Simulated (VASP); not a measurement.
# P: single point with PBEsol+D4

Crystal: P.

```
P
1.0
    -1.16366    1.16366    1.16366
     1.16366   -1.16366    1.16366
     1.16366    1.16366   -1.16366
P
1
Direct
  0.00000 0.00000 0.00000
```

This isn't the form of P at room conditions, which is orthorhombic.

```
Program                : VASP 6.6.1
Task                   : single point
Functional             : PBEsol
Dispersion             : D4
Potentials or basis    : VASP PAW PBE potentials, release 64 (P)
Cutoff                 : 500 eV
k mesh                 : 24 × 24 × 24
Occupations            : gaussian, width 0.1 eV
Spin                   : no spin polarisation
Dipole correction      : no
Further INCAR settings : ALGO = Normal; EDIFF = 1e-06; NBANDS = 8
```

```yaml
Pressure: 397.7 GPa
Band_gap_on_the_k_mesh: zero (an odd number of electrons rules out a gap without spin polarisation)
Dispersion_energy_per_atom: -0.582 eV
```

Levels at points of the mesh, in eV from the Fermi level:
| k point | band 1 | band 2 | band 3 | band 4 | band 5 | band 6 | band 7 | band 8 |
| --- | --- | --- | --- | --- | --- | --- | --- | --- |
| (0.00, 0.00, 0.00) | -27.93 | 14.93 | 14.93 | 14.93 | 20.20 | 20.20 | 20.20 | 21.48 |
| (0.50, 0.00, 0.00) | -16.21 | -14.16 | 5.94 | 7.45 | 10.86 | 14.09 | 29.26 | 32.88 |
| (0.50, 0.50, 0.50) | -4.54 | -4.54 | -4.54 | -3.45 | -3.45 | 6.74 | 37.91 | 37.91 |

It took 5.5 s on 1 thread of Intel(R) Xeon(R) 6975P-C (Granite Rapids), on a shared host, peak memory 0.12 GiB.

Caveat: the cell stands under pressure; the PAW data sets were made with another functional, which shifts forces and pressure a little.
